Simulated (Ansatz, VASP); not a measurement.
**Mg3CdS4 in VASP and in Ansatz**

The input INCAR:

```
SYSTEM = Mg3CdS4
ALGO = Normal ; EDIFF = 1E-6
EDIFFG = -0.04 ; ENCUT = 600
GGA = PE ; IBRION = 2
ISIF = 3 ; ISMEAR = 0
LASPH = .True. ; LCHARG = .False.
LREAL = .False. ; LWAVE = .False.
NELM = 100 ; NSW = 90
PREC = Accurate ; SIGMA = 0.1
```

Contents of KPOINTS:

```
k-points
0
Gamma
  4 4 2
  0 0 0
```

Contents of POSCAR:

```
Mg3CdS4
1.0
    3.9127152900      0.0000000000      0.0000000000
    0.0000000000      3.9127152900      0.0000000000
    0.0000000000      0.0000000000     11.0668300600
Mg Cd S
3 1 4
Direct
    0.0000000000      0.0000000000      0.7500000000
    0.5000000000      0.5000000000      0.0000000000
    0.0000000000      0.0000000000      0.2500000000
    0.5000000000      0.5000000000      0.5000000000
    0.0000000000      0.0000000000      0.0000000000
    0.5000000000      0.5000000000      0.2500000000
    0.0000000000      0.0000000000      0.5000000000
    0.5000000000      0.5000000000      0.7500000000
```

Input for Ansatz:

```yaml
crystal:
  lattice:
    - [3.91271529, 0.0, 0.0]
    - [0.0, 3.91271529, 0.0]
    - [0.0, 0.0, 11.06683006]
  atoms:
    - { symbol: Mg, position: [0.0, 0.0, 0.75] }
    - { symbol: Mg, position: [0.5, 0.5, 0.0] }
    - { symbol: Mg, position: [0.0, 0.0, 0.25] }
    - { symbol: Cd, position: [0.5, 0.5, 0.5] }
    - { symbol: S, position: [0.0, 0.0, 0.0] }
    - { symbol: S, position: [0.5, 0.5, 0.25] }
    - { symbol: S, position: [0.0, 0.0, 0.5] }
    - { symbol: S, position: [0.5, 0.5, 0.75] }
basis:
  ecutwfc: 420
kpoints:
  mp_grid: { grid: [4, 4, 2] }
hamiltonian:
  xc: pbe
scf:
  occupations: { method: gaussian, width: 0.1 }
  lower_state_search: "off"
output:
  forces: true
  stress: true
  eigenvalues: true
relax:
  adjacent_minimum: "off"
  f_tol: 0.04
  max_steps: 70
  cell: { stress_tol: 0.4 }
```

Alike in both runs: task relaxation of cell and atoms; functional PBE; k mesh 4 × 4 × 2; occupations gaussian, width 0.1 eV; no spin polarisation.

|  | VASP | Ansatz |
| --- | --- | --- |
| version | VASP 6.6.1 | Ansatz 0.2.0 |
| potentials or method | VASP PAW PBE potentials, release 64 (Mg, Cd, S), cutoff 600 eV | scalar-relativistic, plane waves, PAW |
| valence electrons in the cell | 42 | 74 |

VASP gave:

| Quantity | Value |
| --- | --- |
| gap on the k mesh at the Fermi level, each at its own relaxed structure (eV) | 1.05 |
| relaxed volume (Å³/atom) | 18.67 |
| relaxed cell length with the largest relative difference (Å) | 10.575 |

Problem. Estimate Ansatz's values.

Solution. gap on the k mesh at the Fermi level, each at its own relaxed structure (eV): 1.07; relaxed volume (Å³/atom): 18.75; relaxed cell length with the largest relative difference (Å): 10.597.

VASP's potentials hold 42 valence electrons a cell and Ansatz's 74, so a difference there can come from the potentials and not from the codes.
